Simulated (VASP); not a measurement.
Input of a VASP 6.6.1 run:

Contents of POSCAR:

```
Ta4C3
1.0
    4.4247933843      0.0000000000      0.0000000000
    0.0000000000      4.4247933843      0.0000000000
    0.0000000000      0.0000000000      4.4247933843
Ta C
4 3
Direct
    0.0271199104      0.5000000000      0.5000000000
    0.4924483260      0.0000000000      0.5000000000
    0.4924483260      0.5000000000      0.0000000000
   -0.0108348143      0.0000000000      0.0000000000
    0.4963452328      0.0000000000      0.0000000000
   -0.0070742403      0.5000000000      0.0000000000
   -0.0070742403      0.0000000000      0.5000000000
```

INCAR.step1

```
PREC = Accurate
ENCUT = 520
ISMEAR = 0
SIGMA = 0.15
LREAL = F
LASPH = T
NELM = 100
NBANDS = 37
GGA = PE
ALGO = Normal
EDIFF = 1E-4
LWAVE = T
LCHARG = F
```

INCAR.step2

```
PREC = Accurate
ENCUT = 520
EDIFF = 1E-6
ISMEAR = 0
SIGMA = 0.15
LREAL = F
LASPH = T
NELM = 100
ALGO = Normal
ISIF = 2
LWAVE = F
LCHARG = T
METAGGA = R2SCAN
LMIXTAU = T
LELF = T
LVHAR = T
NBANDS = 37
ISTART = 1
```

The input KPOINTS:

```
regular mesh
0
Gamma
  10 10 10
```

Potentials or basis: VASP PAW PBE potentials, release 64 (Ta_pv, C).

Command:

```bash
$ cat potpaw_PBE.64/Ta_pv/POTCAR potpaw_PBE.64/C/POTCAR > POTCAR
$ cp INCAR.step1 INCAR
$ mpirun -np 1 vasp_std > vasp.out
$ cp INCAR.step2 INCAR
$ mpirun -np 1 vasp_std > vasp.out
```

(1) Estimate the band gap on the k mesh.

(2) Predict the largest force.

Answers

(1) zero (bands 28 and 29 overlap by 1.12 eV).

(2) 0.762 eV/Å.

Caveat: the cell differs from its parent crystal (atoms displaced along a vibrational mode); the PAW data sets were made with another functional, which shifts forces and pressure a little; spin-orbit coupling is left out, which moves the levels of the heavy elements.
